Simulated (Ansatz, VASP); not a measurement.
## Two plane-wave programs on Ir

Contents of POSCAR:

```
Ir
1.0
    0.0000000000      1.9228496764      1.9228496764
    1.9228496764      0.0000000000      1.9228496764
    1.9228496764      1.9228496764      0.0000000000
Ir
1
Direct
    0.0000000000      0.0000000000      0.0000000000
```

The input INCAR.step1:

```
PREC = Accurate
ENCUT = 550
ISMEAR = 1
SIGMA = 0.1
LREAL = False
LASPH = True
NELM = 120
NBANDS = 14
GGA = PE
ALGO = Normal
EDIFF = 1E-5
LWAVE = True
LCHARG = False
GGA_COMPAT = False
```

INCAR.step2

```
PREC = Accurate
ENCUT = 550
EDIFF = 1E-6
ISMEAR = 1
SIGMA = 0.1
LREAL = False
LASPH = True
NELM = 120
ALGO = Normal
ISIF = 2
LWAVE = False
LCHARG = False
METAGGA = R2SCAN
LMIXTAU = True
NBANDS = 14
ISTART = 1
GGA_COMPAT = False
```

File KPOINTS:

```
regular mesh
0
Gamma
  14 14 14
```

Input for Ansatz:

```yaml
crystal:
  lattice:
    - [0.0, 1.9228496764, 1.9228496764]
    - [1.9228496764, 0.0, 1.9228496764]
    - [1.9228496764, 1.9228496764, 0.0]
  atoms:
    - { symbol: Ir, position: [0.0, 0.0, 0.0] }
hamiltonian:
  xc: r2scan
  pseudopotentials:
    kind: paw
    azcp:
      Ir: "pseudopotentials/Ir.paw.azcp"
basis:
  ecutwfc: 500
  fft_grid_basis: typed
kpoints:
  mp_grid: { grid: [14, 14, 14], shift: [0, 0, 0] }
magnetization:
  spin_polarized: false
scf:
  occupations: { method: methfessel_paxton, width: 0.1 }
  lower_state_search: "off"
output:
  stress: true
  write_density: true
  write_potential: true
  elf: true
  volumetric_format: npy
```

Alike in both runs: task single point; functional r2SCAN; k mesh 14 × 14 × 14; occupations methfessel-paxton of order 1, width 0.1 eV; no spin polarisation.

|  | VASP | Ansatz |
| --- | --- | --- |
| version | VASP 6.6.1 | Ansatz 0.2.0 |
| potentials or method | VASP PAW PBE potentials, release 64 (Ir_sv_GW), cutoff 550 eV | plane waves (500 eV) with PAW, scalar-relativistic |
| valence electrons in the cell | 17 | 17 |

|  | VASP | Ansatz | Ansatz less VASP |
| --- | --- | --- | --- |
| pressure (GPa) | -2.4 | -0.2 | +2.16 |

VASP's potentials were made for PBE, not for r2SCAN.

Neither program's run includes spin-orbit coupling.
